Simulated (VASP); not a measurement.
Write the native input for VASP 6.6.1 that does the following.

- Task: single point
- Functional: r2SCAN
- Potentials or basis: VASP PAW PBE potentials, release 64 (Al)
- Cutoff: 520 eV
- k mesh: 24 × 24 × 12
- Occupations: gaussian, width 0.15 eV
- Spin: no spin polarisation
- Dipole correction: no
- Further INCAR settings: ALGO = Normal; EDIFF = 1e-06; NBANDS = 10

Al:

```
Al
1.0
     2.72451    0.00000    0.00000
    -1.36225    2.35949    0.00000
     0.00000    0.00000    5.18613
Al
2
Direct
  0.66667 0.33333 0.75000
  0.33333 0.66667 0.25000
```

This cell differs from its parent crystal: ratio of the length along z to the lengths across it x 1.1, volume and fractional coordinates fixed.

The input as run:

POSCAR

```
Al
1.0
    2.7245079212      0.0000000000      0.0000000000
   -1.3622539606      2.3594930726      0.0000000000
    0.0000000000      0.0000000000      5.1861262460
Al
2
Direct
    0.6666666667      0.3333333333      0.7500000000
    0.3333333333      0.6666666667      0.2500000000
```

INCAR.step1

```
SYSTEM = Al
  PREC = Accurate
  ENCUT = 520
  ISMEAR = 0
  SIGMA = 0.15
  LREAL = .FALSE.
  LASPH = .TRUE.
  NELM = 100
  NBANDS = 10
  GGA = PE
  ALGO = Normal
  EDIFF = 1E-4
  LWAVE = .TRUE.
  LCHARG = .FALSE.
```

INCAR.step2

```
SYSTEM = Al
  PREC = Accurate
  ENCUT = 520
  EDIFF = 1E-6
  ISMEAR = 0
  SIGMA = 0.15
  LREAL = .FALSE.
  LASPH = .TRUE.
  NELM = 100
  ALGO = Normal
  ISIF = 2
  LWAVE = .FALSE.
  LCHARG = .TRUE.
  METAGGA = R2SCAN
  LMIXTAU = .TRUE.
  LELF = .TRUE.
  LVHAR = .TRUE.
  NBANDS = 10
  ISTART = 1
```

KPOINTS

```
regular mesh
0
G
  24 24 12
  0 0 0
```

Potentials or basis: VASP PAW PBE potentials, release 64 (Al).

The run is started by

```console
$ cat potpaw_PBE.64/Al/POTCAR > POTCAR
$ cp INCAR.step1 INCAR
$ mpirun -np 1 vasp_std > vasp.out
$ cp INCAR.step2 INCAR
$ mpirun -np 1 vasp_std > vasp.out
```

Results of the run:

* Pressure: -1.0 GPa
* Band gap on the k mesh: zero (band 3 reaches 10.95 eV, above the bottom of band 4 at 4.98 eV)

Caveat: the PAW data sets were made with another functional, which shifts forces and pressure a little.

Wall time 4.6 min on 1 thread of Intel Xeon 6975P-C (shared host), peak memory 0.24 GiB.
